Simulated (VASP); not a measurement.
Ti2Co, 6 atoms in the cell. The structure is cubic, space group Fd-3m (No. 227). Conventional cell: a = 6.890 Å, b = 6.890 Å, c = 6.890 Å, α = 90.00°, β = 90.00°, γ = 90.00°. Within 3.2 Å of Ti (site symmetry -3m) lie 6 Ti at 2.44 Å and 6 Co at 2.86 Å. Within 3.8 Å of Co (site symmetry -43m) lie 12 Ti at 2.86 Å and 4 Co at 2.98 Å. 

| Property | Result |
| --- | --- |
| Program | VASP 6.6.1 |
| Task | single point |
| Functional | PBEsol |
| Potentials or basis | VASP PAW PBE potentials, release 64 (Ti_sv, Co) |
| Cutoff | 520 eV |
| k mesh | 10 × 10 × 10 |
| Occupations | gaussian, width 0.2 eV |
| Spin | collinear spin, ferromagnetic start |
| Starting moments | [0.0, 0.0, 0.0, 0.0, 1.1, 1.1] μB |
| Dipole correction | no |
| Further INCAR settings | ALGO = Normal; EDIFF = 1e-06; NBANDS = 46 |

Potentials or basis: VASP PAW PBE potentials, release 64 (Ti_sv, Co).

Run with:

```bash
$ cat potpaw_PBE.64/Ti_sv/POTCAR potpaw_PBE.64/Co/POTCAR > POTCAR
$ mpirun -np 1 vasp_std > vasp.out
```

Hardware: 1 thread of Intel(R) Xeon(R) Platinum 8488C (Sapphire Rapids) (shared host).

Task: How long does it take, and how much memory?

Result: Run time: 9.6 min on 1 thread of Intel(R) Xeon(R) Platinum 8488C (Sapphire Rapids), with other jobs on the host, peak memory 0.41 GiB. Counts: scf iterations 22, k points 47.
